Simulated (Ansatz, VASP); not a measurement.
## Sb: VASP beside Ansatz

File INCAR:

```
PREC = Accurate
ENCUT = 600
EDIFF = 1E-6
ISMEAR = -1
SIGMA = 0.05
LREAL = F
LASPH = T
NELM = 80
ALGO = Normal
ISIF = 3
LWAVE = F
LCHARG = F
GGA = CA
IBRION = 2
NSW = 60
EDIFFG = -0.01
```

File KPOINTS:

```
Automatic mesh
0
Gamma
  12 12 12
```

File POSCAR:

```
Sb
1.0
   -1.5765401831      1.5765401831      2.7119384313
    1.5765401831     -1.5765401831      2.7119384313
    1.5765401831      1.5765401831     -2.7119384313
Sb
1
Direct
    0.0000000000      0.0000000000      0.0000000000
```

File input.yaml:

```yaml
crystal:
  lattice:
    - [-1.5765401831, 1.5765401831, 2.7119384313]
    - [1.5765401831, -1.5765401831, 2.7119384313]
    - [1.5765401831, 1.5765401831, -2.7119384313]
  atoms:
    - { symbol: Sb, position: [0.0, 0.0, 0.0] }
hamiltonian:
  xc: lda
  pseudopotentials: { kind: paw }
kpoints:
  mp_grid: { grid: [12, 12, 12] }
scf:
  occupations: { method: fermi_dirac, width: 0.05 }
output:
  forces: true
  stress: true
  eigenvalues: true
relax:
  f_tol: 0.01
  max_steps: 40
  cell: { stress_tol: 0.05 }
```

Alike in both runs: task relaxation of cell and atoms; functional LDA; k mesh 12 × 12 × 12; occupations fermi-dirac, width 0.05 eV; no spin polarisation.

|  | VASP | Ansatz |
| --- | --- | --- |
| version | VASP 6.6.1 | Ansatz 0.2.0 |
| potentials or method | VASP PAW LDA potentials, release 64 (Sb) | Ansatz PAW |
| plane-wave cutoff (eV) | 600 | 420 |
| valence electrons in the cell | 5 | 15 |

VASP gave:

```
gap on the k mesh at the Fermi level, each at its own relaxed structure (eV) : none
relaxed volume (Å³/atom)                                                     : 25.91
relaxed cell length with the largest relative difference (Å)                 : 3.424
```

Question: Which values does Ansatz return?

Answer: gap on the k mesh at the Fermi level, each at its own relaxed structure (eV): none; relaxed volume (Å³/atom): 25.86; relaxed cell length with the largest relative difference (Å): 3.422.

LDA's correlation is that of Perdew and Zunger in VASP and of Perdew and Wang (1992) in Ansatz. A gap of «none» marks a metal or a gap that the smearing closes. VASP's potentials hold 5 valence electrons a cell and Ansatz's 15, so a difference there can come from the potentials and not from the codes.

Neither program's run includes spin-orbit coupling. Noted on Ansatz's run: the plane-wave basis is chosen anew once the cell has moved, so the energies of steps on either side of that aren't comparable.
